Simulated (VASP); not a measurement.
Here is a VASP 6.6.1 calculation.

File POSCAR:

```
TePb
1.0
    0.0000000000      3.6047087695      3.6047087695
    3.6047087695      0.0000000000      3.6047087695
    3.6047087695      3.6047087695      0.0000000000
Pb Te
1 1
Direct
    0.0000000000      0.0000000000      0.0000000000
    0.2500000000      0.2500000000      0.2500000000
```

Contents of INCAR.step1:

```
SYSTEM = TePb
ALGO = Normal
EDIFF = 1E-4
ENCUT = 520
GGA = PE
ISMEAR = 0
LASPH = .True.
LCHARG = .False.
LREAL = .False.
LWAVE = .True.
NBANDS = 17
NELM = 60
PREC = Accurate
SIGMA = 0.01
```

INCAR.step2

```
SYSTEM = TePb
ALGO = Normal
EDIFF = 1E-7
ENCUT = 520
ISIF = 2
ISMEAR = 0
ISTART = 1
LASPH = .True.
LCHARG = .False.
LMIXTAU = .True.
LREAL = .False.
LWAVE = .False.
METAGGA = R2SCAN
NBANDS = 17
NELM = 60
PREC = Accurate
SIGMA = 0.01
```

File KPOINTS:

```
k-points
0
Gamma
  6 6 6
  0 0 0
```

Potentials or basis: VASP PAW PBE potentials, release 64 (Pb_d, Te).

Command:

```sh
$ cat potpaw_PBE.64/Pb_d/POTCAR potpaw_PBE.64/Te/POTCAR > POTCAR
$ cp INCAR.step1 INCAR
$ mpirun -np 1 vasp_std > vasp.out
$ cp INCAR.step2 INCAR
$ mpirun -np 1 vasp_std > vasp.out
```

(1) What does it give for the band gap on the k mesh?

(2) What does it give for the pressure?

Answers

(1) 0.84 eV (least direct gap 1.34 eV).

(2) 0.9 GPa.

Caveat: the PAW data sets were made with another functional, which shifts forces and pressure a little; spin-orbit coupling is left out, which moves the levels of the heavy elements.
